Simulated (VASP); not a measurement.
A run of VASP 6.6.1 is set up as follows.

Contents of INCAR:

```
PREC = Accurate
ENCUT = 600
EDIFF = 1E-6
ISMEAR = 0
SIGMA = 0.02
LREAL = False
LASPH = True
NELM = 80
ALGO = Normal
ISIF = 4
LWAVE = False
LCHARG = False
GGA = PE
IBRION = 2
NSW = 50
EDIFFG = -0.01
```

The input KPOINTS:

```
Automatic mesh
0
Gamma
  10 10 8
```

File POSCAR:

```
SnO
1.0
    3.8293645048      0.0000000000      0.0000000000
    0.0000000000      3.8293645048      0.0000000000
    0.0000000000      0.0000000000      5.0138568390
Sn O
2 2
Direct
    0.5000000000      0.0000000000      0.2288152407
    0.0000000000      0.5000000000      0.7711847593
    0.0000000000      0.0000000000      0.0000000000
    0.5000000000      0.5000000000      0.0000000000
```

Potentials or basis: VASP PAW PBE potentials, release 64 (Sn_d, O).

Command:

```sh
$ cat potpaw_PBE.64/Sn_d/POTCAR potpaw_PBE.64/O/POTCAR > POTCAR
$ mpirun -np 1 vasp_std > vasp.out
```

Task: Predict the band gap on the k mesh.

Result: 0.29 eV (least direct gap 2.00 eV).

Final structure:
```
CELL_PARAMETERS angstrom
3.85931 0.00000 0.00000
0.00000 3.85931 0.00000
0.00000 0.00000 4.93636
ATOMIC_POSITIONS crystal
Sn 0.50000 0.00000 0.23532
Sn 0.00000 0.50000 0.76468
O 0.00000 0.00000 0.00000
O 0.50000 0.50000 0.00000
```

Caveat: semilocal functionals underestimate gaps, and a narrow one can read as zero; spin-orbit coupling is left out, which moves the levels of the heavy elements. A k mesh can miss the band edges.
